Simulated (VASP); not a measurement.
Wanted: the native input for a VASP 6.6.1 run.

* Task: single point
* Functional: PBEsol
* Potentials or basis: VASP PAW PBE potentials, release 64 (Pt, Se)
* Cutoff: 520 eV
* k mesh: 12 × 12 × 10
* Occupations: gaussian, width 0.15 eV
* Spin: no spin polarisation
* Dipole correction: no
* Further INCAR settings: ALGO = Normal; EDIFF = 1e-06; NBANDS = 18

The structure of PtSe2 lies in POSCAR:

```
PtSe2
1.0
    3.5750405804      0.0000000000      0.0000000000
   -1.7875202902      3.0960759622      0.0000000000
    0.0000000000      0.0000000000      4.8595200000
Pt Se
1 2
Direct
    0.0000000000      0.0000000000      0.0000000000
    0.3333333333      0.6666666667      0.2500000000
    0.6666666667      0.3333333333      0.7500000000
```

This cell differs from its parent crystal: strain -0.040 along x and y, -0.040 along z.

The input as run:

INCAR

```
SYSTEM = PtSe2
PREC = Accurate
ENCUT = 520
EDIFF = 1E-6
ISMEAR = 0
SIGMA = 0.15
LREAL = .FALSE.
LASPH = .TRUE.
NELM = 100
ALGO = Normal
ISIF = 2
LWAVE = .FALSE.
LCHARG = .FALSE.
GGA = PS
NBANDS = 18
```

KPOINTS

```
regular mesh
0
G
  12 12 10
  0 0 0
```

Potentials or basis: VASP PAW PBE potentials, release 64 (Pt, Se).

Launch:

```console
$ cat potpaw_PBE.64/Pt/POTCAR potpaw_PBE.64/Se/POTCAR > POTCAR
$ mpirun -np 1 vasp_std > vasp.out
```

It gave:

- Pressure: 24.9 GPa
- Largest force: 2.235 eV/Å
- Band gap on the k mesh: zero (band 11 reaches 8.61 eV, above the bottom of band 12 at 8.21 eV)

Caveat: the cell differs from its parent crystal (strain -0.040 along x and y, -0.040 along z); the PAW data sets were made with another functional, which shifts forces and pressure a little; spin-orbit coupling is left out, which moves the levels of the heavy elements.

Wall time 45 s on 1 thread of Intel(R) Xeon(R) 6975P-C (Granite Rapids), on a shared host, peak memory 0.29 GiB.
